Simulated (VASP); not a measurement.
# CdTe (Cmcm) in VASP: further runs, part 2 of 2

VASP 6.6.1.

**3. Electric field gradients, PBEsol**

This run uses another cell than the first one, of 28.89 Å³/atom, 0.943 times its volume.

Input file INCAR:

```
SYSTEM = CdTe
  ALGO = Normal
  EDIFF = 1E-8
  ENCUT = 520
  GGA = PS
  ISIF = 2
  ISMEAR = -1
  LASPH = .TRUE.
  LCHARG = .FALSE.
  LEFG = .TRUE.
  LREAL = .FALSE.
  LWAVE = .FALSE.
  NBANDS = 26
  NELM = 80
  PREC = Accurate
  SIGMA = 0.05
```

Input file KPOINTS:

```
k-points
0
G
  9 9 6
  0 0 0
```

Input file POSCAR:

```
CdTe
1.0
    3.0652910000     -3.0946090000      0.0000000000
    3.0652910000      3.0946090000      0.0000000000
    0.0000000000      0.0000000000      6.0906520000
Cd Te
2 2
Direct
    0.2770300000      0.7229700000      0.7500000000
    0.7229700000      0.2770300000      0.2500000000
    0.7661370000      0.2338630000      0.7500000000
    0.2338630000      0.7661370000      0.2500000000
```

Potentials or basis: VASP PAW PBE potentials, release 64 (Cd, Te).

Command:

```bash
$ cat potpaw_PBE.64/Cd/POTCAR potpaw_PBE.64/Te/POTCAR > POTCAR
$ mpirun -np 1 vasp_std > vasp.out
```

OUTCAR:

```text
SYSTEM = CdTe
   EDIFF = 1E-8
   ENCUT = 520
   GGA = PS
   ISIF = 2
   ISMEAR = -1
   LASPH = .TRUE.
   LREAL = .FALSE.
   NELM = 80
   PREC = Accurate

 ion  position               nearest neighbor table
   1  0.277  0.723  0.750-   3 3.03   4 3.06   4 3.06   3 3.07   3 3.07   3 3.16
   2  0.723  0.277  0.250-   4 3.03   3 3.06   3 3.06   4 3.07   4 3.07   4 3.16
   3  0.766  0.234  0.750-   1 3.03   2 3.06   2 3.06   1 3.07   1 3.07   1 3.16
   4  0.234  0.766  0.250-   2 3.03   1 3.06   1 3.06   2 3.07   2 3.07   2 3.16

  LATTYP: Found a base centered orthorhombic cell.
 ALAT       =     6.1305820000
 B/A-ratio  =     1.0095645079
 C/A-ratio  =     0.9934867522

  Lattice vectors:

 A1 = (   3.0652910000,  -3.0946090000,   0.0000000000)
 A2 = (   3.0652910000,   3.0946090000,   0.0000000000)
 A3 = (   0.0000000000,   0.0000000000,   6.0906520000)

Analysis of symmetry for initial positions (statically):
=====================================================================
 Subroutine PRICEL returns:
 Original cell was already a primitive cell.

 Routine SETGRP: Setting up the symmetry group for a
 base centered orthorhombic supercell.

 Subroutine GETGRP returns: Found  8 space group operations
 (whereof  4 operations were pure point group operations)
 out of a pool of  8 trial point group operations.

The static configuration has the point symmetry C_2h.
 The point group associated with its full space group is D_2h.

Analysis of symmetry for dynamics (positions and initial velocities):
=====================================================================
 Subroutine PRICEL returns:
 Original cell was already a primitive cell.

 Routine SETGRP: Setting up the symmetry group for a
 base centered orthorhombic supercell.

 Subroutine GETGRP returns: Found  8 space group operations
 (whereof  4 operations were pure point group operations)
 out of a pool of  8 trial point group operations.

The dynamic configuration has the point symmetry C_2h.
 The point group associated with its full space group is D_2h.

 Subroutine INISYM returns: Found  8 space group operations
 (whereof  4 operations are pure point group operations),
 and found     1 'primitive' translations

----------------------------------------------------------------------------------------

                                     Primitive cell

  volume of cell :     115.5504

  direct lattice vectors                    reciprocal lattice vectors
     3.065291000 -3.094609000  0.000000000     0.163116650 -0.161571300  0.000000000
     3.065291000  3.094609000  0.000000000     0.163116650  0.161571300  0.000000000
     0.000000000  0.000000000  6.090652000     0.000000000  0.000000000  0.164186035

  length of vectors
     4.355756396  4.355756396  6.090652000     0.229591652  0.229591652  0.164186035

  position of ions in fractional coordinates (direct lattice)
     0.277030000  0.722970000  0.750000000
     0.722970000  0.277030000  0.250000000
     0.766137000  0.233863000  0.750000000
     0.233863000  0.766137000  0.250000000
[... 93 lines left out ...]
   EFERMI =   0.00;   METHOD = LEGACY
   ISMEAR =    -1;   SIGMA  =   0.05  broadening in eV -4-tet -1-fermi 0-gaus
   EFERMI_NEDOS =   21; number of points for ismear=-14 and -15
   IALGO  =     38    algorithm
   IMIX   =      4    mixing-type and parameters
     AMIX     =   0.40;   BMIX     =  1.00
     AMIX_MAG =   1.60;   BMIX_MAG =  1.00
  volume/ion in A,a.u.               =      28.89       194.94
  Fermi-wavevector in a.u.,A,eV,Ry     =   1.109818  2.097253 16.758252  1.231697
  Thomas-Fermi vector in A             =   2.246363
   LORBIT       =      0    0 simple, 1 ext, 2 COOP (PROOUT), +10 PAW based schemes
   GGA     = PS    functional components
   LHFCALC =     F    Hartree Fock is set to
   AEXX    =    0.0000 exact exchange contribution
   IVDW    =     0    specifies the selected vdW correction
   LEPSILON=     F    determine dielectric tensor
   LRPA    =     F    only Hartree local field effects (RPA)
 non-spin polarized calculation
  energy-cutoff  :      520.00
  volume of cell :      115.55
 maximum number of plane-waves:      3152
   NGX = 17   NGY = 17   NGZ = 23

 number of electron      36.0000000 magnetization

 Free energy of the ion-electron system (eV)
  ---------------------------------------------------
  ext. energy  EPLUGINS =         0.00000000
  ---------------------------------------------------
  free energy    TOTEN  =       -10.41051909 eV

  energy without entropy =      -10.39303135  energy(sigma->0) =      -10.40177522

 E-fermi :   3.6106     XC(G=0):  -9.8156

 val. band max:        3.6009915889   @ k =   0.4444  -0.0000   0.1667
 cond. band min:       3.6190302148   @ k =   0.3333  -0.0000   0.1667
 fundamental gap:      0.0180386259
 Fermi energy:         3.6105723001

 k-point     1 :       0.0000    0.0000    0.0000
  band No.  band energies     occupation
      1      -7.8889      2.00000
      2      -7.0524      2.00000
      3      -4.5907      2.00000
      4      -4.5770      2.00000
      5      -4.5615      2.00000
      6      -4.5375      2.00000
[... 685 lines left out ...]
     25      12.6878      0.00000
     26      12.8222      0.00000

 [... further k-points ...]

------------------------ aborting loop because EDIFF is reached ----------------------------------------

  FORCE on cell =-STRESS in cart. coord.  units (eV):
  Direction    XX          YY          ZZ          XY          YZ          ZX
  --------------------------------------------------------------------------------------
  -------------------------------------------------------------------------------------
  Total       -2.2717583     -2.2912846     -2.0175662      0.0000000      0.0000000      0.0000000
  in kB      -31.4993385    -31.7700827    -27.9748071      0.0000000      0.0000000      0.0000000
  external PRESSURE =     -30.4147428 kB  Pullay stress =       0.0000000 kB

 VOLUME and BASIS-vectors are now :
 -----------------------------------------------------------------------------
  energy-cutoff  :      520.00
  volume of cell :      115.55
      direct lattice vectors                 reciprocal lattice vectors
     3.065291000 -3.094609000  0.000000000     0.163116650 -0.161571300  0.000000000
     3.065291000  3.094609000  0.000000000     0.163116650  0.161571300  0.000000000
     0.000000000  0.000000000  6.090652000     0.000000000  0.000000000  0.164186035

 POSITION                                       TOTAL-FORCE (eV/Angst)
 -----------------------------------------------------------------------------------
      3.06529      1.38001      4.56799         0.000000      0.036347     -0.000000
      3.06529     -1.38001      1.52266         0.000000     -0.036347      0.000000
      3.06529     -1.64718      4.56799         0.000000      0.053252     -0.000000
      3.06529      1.64718      1.52266         0.000000     -0.053252     -0.000000
 -----------------------------------------------------------------------------------
    total drift:                                0.000000     -0.000000      0.000000

  FREE ENERGIE OF THE ION-ELECTRON SYSTEM (eV)
  ---------------------------------------------------
  free  energy   TOTEN  =       -10.4105190872 eV

  energy  without entropy=      -10.3930313481  energy(sigma->0) =      -10.40177522

 Electric field gradients (V/A^2)
---------------------------------------------------------------------
 ion       V_xx      V_yy      V_zz      V_xy      V_xz      V_yz
---------------------------------------------------------------------
   1      -0.322     5.064    -4.742     0.000    -0.000    -0.000
   2      -0.322     5.064    -4.742     0.000    -0.000     0.000
   3       7.651    -8.181     0.530     0.000     0.000     0.000
   4       7.651    -8.181     0.530    -0.000     0.000    -0.000
---------------------------------------------------------------------

 Electric field gradients after diagonalization (V/A^2)
 (convention: |V_zz| > |V_xx| > |V_yy|)
----------------------------------------------------------------------
 ion       V_xx      V_yy      V_zz     asymmetry (V_yy - V_xx)/ V_zz
----------------------------------------------------------------------
   1      -4.742    -0.322     5.064       0.873
   2      -4.742    -0.322     5.064       0.873
   3       7.651     0.530    -8.181       0.870
   4       7.651     0.530    -8.181       0.870
----------------------------------------------------------------------

           NMR quadrupolar parameters

 Cq : quadrupolar parameter    Cq=e*Q*V_zz/h
 eta: asymmetry parameters     (V_yy - V_xx)/ V_zz
 Q  : nuclear electric quadrupole moment in mb (millibarn)
----------------------------------------------------------------------
 ion       Cq(MHz)       eta       Q (mb)
----------------------------------------------------------------------
   1       0.012       0.873       1.000
   2       0.012       0.873       1.000
   3      -0.020       0.870       1.000
   4      -0.020       0.870       1.000
----------------------------------------------------------------------
```

OSZICAR:

```text
N       E                     dE             d eps       ncg     rms          rms(c)
DAV:   1     0.221788075166E+03    0.22179E+03   -0.16425E+04  5200   0.123E+03
DAV:   2    -0.482211412779E+00   -0.22227E+03   -0.21486E+03  5674   0.296E+02
DAV:   3    -0.108502429514E+02   -0.10368E+02   -0.10264E+02  6252   0.648E+01
[... 12 lines left out ...]
DAV:  16    -0.104105189844E+02   -0.29267E-07   -0.29989E-08  5094   0.128E-03    0.800E-03
DAV:  17    -0.104105190970E+02   -0.11261E-06   -0.12380E-07  5430   0.187E-03    0.162E-04
DAV:  18    -0.104105191144E+02   -0.17365E-07   -0.11872E-08  3782   0.548E-04    0.102E-03
DAV:  19    -0.104105190931E+02    0.21272E-07   -0.99914E-10  2730   0.179E-04    0.102E-04
DAV:  20    -0.104105190872E+02    0.58562E-08   -0.34022E-10  2722   0.853E-05
   1 F= -.10410519E+02 E0= -.10401775E+02  d E =-.174877E-01
```

stdout:

```text
POSCAR found type information on POSCAR CdTe
 POSCAR found :  2 types and       4 ions
 scaLAPACK will be used
 -----------------------------------------------------------------------------
|                                                                             |
|                                                                             |
|     You enforced a specific xc type in the INCAR file but a different       |
|     I HOPE YOU KNOW WHAT YOU ARE DOING!                                     |
|                                                                             |
 -----------------------------------------------------------------------------

 LDA part: xc-table for (Slater+PW92), standard interpolation
 POSCAR, INCAR and KPOINTS ok, starting setup
 FFT: planning ... GRIDC
 FFT: planning ... GRID_SOFT
 FFT: planning ... GRID
 WAVECAR not read
 entering main loop
ion   1

ion   2

ion   3

ion   4
```

Wall time 6.2 min (1 thread of Oxide Virtual Turin-like, shared host); peak memory 0.36 GiB.

Results:

```
Free energy            : -10.4105 eV
Pressure               : -3.0 GPa
Largest force          : 0.053 eV/Å
Band gap on the k mesh : zero (band 18 reaches 3.71 eV, above the bottom of band 19 at 2.48 eV)
```

Forces on the atoms (eV/Å):
```
Cd   0.000  0.036  0.000
Cd   0.000 -0.036  0.000
Te   0.000  0.053  0.000
Te   0.000 -0.053  0.000
```

Levels at points of the mesh, in eV from the Fermi level:
```
           k point  band 15  band 16  band 17  band 18  band 19  band 20  band 21  band 22
(0.00, 0.00, 0.00)    -2.00    -1.32    -0.44    -0.40    -0.34     0.20     4.20     6.90
(0.00, 0.00, 0.50)    -1.29    -1.29    -1.24    -1.24     1.59     1.59     5.02     5.02
```

Electric field gradients, principal values (V/Å²):
```tsv
atom	least	middle	greatest (by size)
1 Cd	-0.322	-4.742	5.064
2 Cd	-0.322	-4.742	5.064
3 Te	0.530	7.651	-8.181
4 Te	0.530	7.651	-8.181
```

Caveat: without QUAD_EFG the Cq values of the log hold for a quadrupole moment of 1 mb, not for the nuclei; the PAW data sets were made with another functional, which shifts forces and pressure a little; spin-orbit coupling is left out, which moves the levels of the heavy elements.
